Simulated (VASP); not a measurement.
# ZnS: single point with PBE-based screened hybrid with 20 % exact exchange

ZnS:

```xyz
2
Lattice="0.0000 2.7020 2.7020 2.7020 0.0000 2.7020 2.7020 2.7020 0.0000" Properties=species:S:1:pos:R:3 pbc="T T T"
Zn    4.0530    4.0530    4.0530
S     0.0000    0.0000    0.0000
```

```yaml
Program: VASP 6.6.1
Task: single point
Functional: PBE-based screened hybrid with 20 % exact exchange
Potentials_or_basis: VASP PAW PBE potentials, release 64 (Zn, S)
Cutoff: 520 eV
k_mesh: 5 × 5 × 5
Occupations: fermi-dirac, width 0.05 eV
Spin: no spin polarisation
Dipole_correction: no
Grid_for_exact_exchange_PRECFOCK: Normal
Share_of_exact_exchange: 0.2
Further_INCAR_settings: ALGO = Normal; EDIFF = 1e-06; NBANDS = 16
Screening_parameter: 0.2 1/Å
```

```json
{"Pressure": "1.1 GPa", "Band gap on the k mesh": "3.10 eV"}
```

Levels at points of the mesh, in eV from the valence-band top:
```csv
k point,band 6,band 7,band 8,band 9,band 10,band 11,band 12,band 13
"(0.00, 0.00, 0.00)",-7.09,0.00,0.00,0.00,3.10,7.44,7.44,7.44
```

Wall time 22 min on 1 thread of Intel Xeon 8259CL, on a shared host, peak memory 0.26 GiB.

Caveat: the PAW data sets were made with another functional, which shifts forces and pressure a little.
